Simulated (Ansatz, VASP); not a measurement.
**In3Sb: VASP beside Ansatz**

```
CELL_PARAMETERS angstrom
4.83696 0.00000 0.00000
0.00000 4.83696 0.00000
0.00000 0.00000 4.83696
ATOMIC_POSITIONS crystal
In 0.50000 0.50000 0.00000
In 0.50000 0.00000 0.50000
In 0.00000 0.50000 0.50000
Sb 0.00000 0.00000 0.00000
```

Alike in both runs: task single point; functional r2SCAN; k mesh 10 × 10 × 10; occupations gaussian, width 0.1 eV; no spin polarisation.

|  | VASP | Ansatz |
| --- | --- | --- |
| version | VASP 6.6.1 | Ansatz 0.2.0 |
| potentials or method | VASP PAW PBE potentials, release 64 (In_d, Sb) | scalar-relativistic, plane waves, PAW (harder set) |
| plane-wave cutoff (eV) | 520 | 870 |
| valence electrons in the cell | 44 | 84 |

|  | VASP | Ansatz | Ansatz less VASP |
| --- | --- | --- | --- |
| gap on the k mesh at the Fermi level (eV) | none | none | - |
| pressure (GPa) | -1.2 | -1.2 | +0.01 |

VASP's potentials were made for PBE, not for r2SCAN. A gap of «none» marks a metal or a gap that the smearing closes. VASP's potentials hold 44 valence electrons a cell and Ansatz's 84, so a difference there can come from the potentials and not from the codes.

Spin-orbit coupling is off throughout.
